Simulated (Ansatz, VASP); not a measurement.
**Two plane-wave programs on Ga**

```
CELL_PARAMETERS angstrom
2.31080 -3.87292 0.00000
2.31080 3.87292 0.00000
0.00000 0.00000 4.54631
ATOMIC_POSITIONS crystal
Ga 0.84421 0.15579 0.08394
Ga 0.65579 0.34421 0.58394
Ga 0.15579 0.84421 0.91606
Ga 0.34421 0.65579 0.41606
```

Alike in both runs: task single point; functional PBE; k mesh 8 × 8 × 7; occupations fermi-dirac, width 0.6 eV; no spin polarisation.

|  | VASP | Ansatz |
| --- | --- | --- |
| version | VASP 6.6.1 | Ansatz 0.2.0 |
| potentials or method | VASP PAW PBE potentials, release 64 (Ga_d), cutoff 520 eV | plane waves (420 eV) with PAW, scalar-relativistic |
| valence electrons in the cell | 52 | 52 |

VASP gave:

| Item | Value |
| --- | --- |
| pressure (GPa) | 2.2 |
| traceless stress, the component that is largest in VASP (GPa) | -0.08 |

Estimate Ansatz's values.

pressure (GPa): 2.1; traceless stress, the component that is largest in VASP (GPa): -0.08.

With one functional, cell and mesh, what is left measures potentials, basis and numerics.
